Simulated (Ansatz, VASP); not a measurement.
## One calculation of Te2Mo, two programs

File POSCAR:

```
Te2Mo
1.0
    3.3853679563      0.0000000000      0.0000000000
   -1.6926839782      2.9318146513      0.0000000000
    0.0000000000      0.0000000000     15.4625321059
Te Mo
4 2
Direct
    0.3333333333      0.6666666667      0.6284839550
    0.6666666667      0.3333333333      0.1284839550
    0.3333333333      0.6666666667      0.8715160450
    0.6666666667      0.3333333333      0.3715160450
    0.3333333333      0.6666666667      0.2500000000
    0.6666666667      0.3333333333      0.7500000000
```

File INCAR.step1:

```
  PREC = Accurate
  ENCUT = 520
  ISMEAR = 0
  SIGMA = 0.05
  LREAL = False
  LASPH = True
  NELM = 100
  NBANDS = 35
  GGA = PE
  ALGO = Normal
  EDIFF = 1E-4
  LWAVE = True
  LCHARG = False
```

Contents of INCAR.step2:

```
  PREC = Accurate
  ENCUT = 520
  EDIFF = 1E-6
  ISMEAR = 0
  SIGMA = 0.05
  LREAL = False
  LASPH = True
  NELM = 100
  ALGO = Normal
  ISIF = 2
  LWAVE = False
  LCHARG = True
  METAGGA = R2SCAN
  LMIXTAU = True
  LELF = True
  LVHAR = True
  NBANDS = 35
  ISTART = 1
```

The input KPOINTS:

```
regular mesh
0
Gamma
  12 12 2
```

Input for Ansatz:

```yaml
crystal:
  lattice:
    - [3.3853679563, 0.0, 0.0]
    - [-1.6926839782, 2.9318146513, 0.0]
    - [0.0, 0.0, 15.4625321059]
  atoms:
    - { symbol: Te, position: [0.3333333333, 0.6666666667, 0.628483955] }
    - { symbol: Te, position: [0.6666666667, 0.3333333333, 0.128483955] }
    - { symbol: Te, position: [0.3333333333, 0.6666666667, 0.871516045] }
    - { symbol: Te, position: [0.6666666667, 0.3333333333, 0.371516045] }
    - { symbol: Mo, position: [0.3333333333, 0.6666666667, 0.25] }
    - { symbol: Mo, position: [0.6666666667, 0.3333333333, 0.75] }
basis:
  ecutwfc: 500
kpoints:
  mp_grid: { grid: [12, 12, 2] }
hamiltonian:
  xc: r2scan
scf:
  occupations: { method: gaussian, width: 0.05 }
output:
  forces: true
  stress: true
  eigenvalues: true
```

Change from the starting cell: strain -0.050 along x and y, +0.050 along z, atoms carried along.

Alike in both runs: task single point; functional r2SCAN; k mesh 12 × 12 × 2; occupations gaussian, width 0.05 eV; no spin polarisation.

|  | VASP | Ansatz |
| --- | --- | --- |
| version | VASP 6.6.1 | Ansatz 0.2.0 |
| potentials or method | VASP PAW PBE potentials, release 64 (Te, Mo_sv), cutoff 520 eV | scalar-relativistic, plane waves, PAW |
| valence electrons in the cell | 52 | 92 |

VASP gave:

| Item | Value |
| --- | --- |
| gap on the k mesh at the Fermi level (eV) | 0.84 |
| least direct gap on the mesh (eV) | 1.24 |
| pressure (GPa) | 4.4 |
| traceless stress, the component that is largest in VASP (GPa) | -6.65 |
| rms of the force components (eV/Å) | 0.116 |

Task: What did Ansatz give for the same quantities?

Result: gap on the k mesh at the Fermi level (eV): 0.84; least direct gap on the mesh (eV): 1.23; pressure (GPa): 4.3; traceless stress, the component that is largest in VASP (GPa): -6.70; rms of the force components (eV/Å): 0.127.

VASP's potentials were made for PBE, not for r2SCAN. Atom by atom the forces differ by 0.011 eV/Å (rms over components). VASP's potentials hold 52 valence electrons a cell and Ansatz's 92, so a difference there can come from the potentials and not from the codes.

Spin-orbit coupling is off throughout.
